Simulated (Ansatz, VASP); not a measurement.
# Pd in VASP and in Ansatz

Contents of INCAR:

```
PREC = Accurate ; ENCUT = 600
EDIFF = 1E-7 ; ISMEAR = 0
SIGMA = 0.1 ; LREAL = F
LASPH = T ; NELM = 60
ALGO = Fast ; ISIF = 3
LWAVE = F ; LCHARG = F
GGA = PS ; IBRION = 2
NSW = 100 ; EDIFFG = -0.01
```

KPOINTS

```
Automatic mesh
0
Gamma
  8 8 8
```

POSCAR

```
Pd
1.0
    4.9575973867      0.0000000000      0.0000000000
    0.0000000000      4.9575973867      0.0000000000
    0.0000000000      0.0000000000      4.9575973867
Pd
8
Direct
    0.5000000000      0.5000000000      0.5000000000
    0.0000000000      0.0000000000      0.0000000000
    0.2500000000      0.0000000000      0.5000000000
    0.5000000000      0.2500000000      0.0000000000
    0.5000000000      0.7500000000      0.0000000000
    0.7500000000      0.0000000000      0.5000000000
    0.0000000000      0.5000000000      0.7500000000
    0.0000000000      0.5000000000      0.2500000000
```

Input for Ansatz:

```yaml
crystal:
  lattice:
    - [4.9575973867, 0.0, 0.0]
    - [0.0, 4.9575973867, 0.0]
    - [0.0, 0.0, 4.9575973867]
  atoms:
    - { symbol: Pd, position: [0.5, 0.5, 0.5] }
    - { symbol: Pd, position: [0.0, 0.0, 0.0] }
    - { symbol: Pd, position: [0.25, 0.0, 0.5] }
    - { symbol: Pd, position: [0.5, 0.25, 0.0] }
    - { symbol: Pd, position: [0.5, 0.75, 0.0] }
    - { symbol: Pd, position: [0.75, 0.0, 0.5] }
    - { symbol: Pd, position: [0.0, 0.5, 0.75] }
    - { symbol: Pd, position: [0.0, 0.5, 0.25] }
basis:
  ecutwfc: 420
kpoints:
  mp_grid: { grid: [8, 8, 8] }
hamiltonian:
  xc: pbesol
scf:
  occupations: { method: gaussian, width: 0.1 }
output:
  forces: true
  stress: true
  eigenvalues: true
relax:
  adjacent_minimum: "off"
  f_tol: 0.01
  max_steps: 80
  cell: { stress_tol: 0.05 }
```

Alike in both runs: task relaxation of cell and atoms; functional PBEsol; k mesh 8 × 8 × 8; occupations gaussian, width 0.1 eV; no spin polarisation.

```csv
,VASP,Ansatz
version,VASP 6.6.1,Ansatz 0.2.0
potentials or method,"VASP PAW PBE potentials, release 64 (Pd), cutoff 600 eV","scalar-relativistic, plane waves, PAW"
valence electrons in the cell,80,144
```

Ansatz gave:

```
gap on the k mesh at the Fermi level, each at its own relaxed structure (eV)  : none
relaxed volume (Å³/atom)                                                      : 14.95
relaxed length of the cell vector where the two differ most in proportion (Å) : 4.927
```

Question: Estimate VASP's values.

Answer: gap on the k mesh at the Fermi level, each at its own relaxed structure (eV): none; relaxed volume (Å³/atom): 14.92; relaxed length of the cell vector where the two differ most in proportion (Å): 4.924.

VASP's potentials were made for PBE, not for PBEsol. A gap of «none» marks a metal or a gap that the smearing closes. VASP's potentials hold 80 valence electrons a cell and Ansatz's 144, so a difference there can come from the potentials and not from the codes.
